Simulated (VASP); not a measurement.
Write the native input for VASP 6.6.1 that does the following.

- Task: single point
- Functional: PBEsol
- Potentials or basis: VASP PAW PBE potentials, release 64 (Fe, O)
- Cutoff: 520 eV
- k mesh: 8 × 8 × 8
- Occupations: gaussian, width 0.05 eV
- Spin: collinear spin, ferromagnetic start
- Starting moments: [4.0, 0.0] μB
- Hubbard terms: Fe d U = 5.0 eV
- Dipole correction: no
- Further INCAR settings: ALGO = Normal; EDIFF = 1e-06; NBANDS = 18

The structure of FeO lies in POSCAR:

```
FeO
1.0
    0.0000000000      2.1554001600      2.1554001600
    2.1554001600      0.0000000000      2.1554001600
    2.1554001600      2.1554001600      0.0000000000
Fe O
1 1
Direct
    0.0000000000      0.0000000000      0.0000000000
    0.5000000000      0.5000000000      0.5000000000
```

The input as run:

INCAR

```
SYSTEM = FeO
ALGO = Normal
EDIFF = 1E-6
ENCUT = 520
GGA = PS
ISIF = 2
ISMEAR = 0
ISPIN = 2
LASPH = .TRUE.
LCHARG = .FALSE.
LDAU = .TRUE.
LDAUJ = 0 0
LDAUL = 2 -1
LDAUPRINT = 1
LDAUTYPE = 2
LDAUU = 5 0
LMAXMIX = 4
LORBIT = 11
LREAL = .FALSE.
LWAVE = .FALSE.
MAGMOM = 4 0
NBANDS = 18
NELM = 150
PREC = Accurate
SIGMA = 0.05
```

KPOINTS

```
k-points
0
G
  8 8 8
  0 0 0
```

Potentials or basis: VASP PAW PBE potentials, release 64 (Fe, O).

Launch:

```console
$ cat potpaw_PBE.64/Fe/POTCAR potpaw_PBE.64/O/POTCAR > POTCAR
$ mpirun -np 1 vasp_std > vasp.out
```

It gave:

```yaml
Pressure: -8.8 GPa
Band_gap_on_the_k_mesh: zero (filled and empty bands overlap)
Net_moment: 4.00 μB per cell
Site_moments: Fe +3.86; O +0.18 μB
Valence_electrons_inside_the_program's_atomic_spheres: Fe 6.75; O 4.99
```

Caveat: the PAW data sets were made with another functional, which shifts forces and pressure a little; a cell with one magnetic atom can't hold antiferromagnetic order, which such compounds often take.

Run time: 14 s on 1 thread of Intel Xeon 6975P-C, with other jobs on the host, peak memory 0.15 GiB.
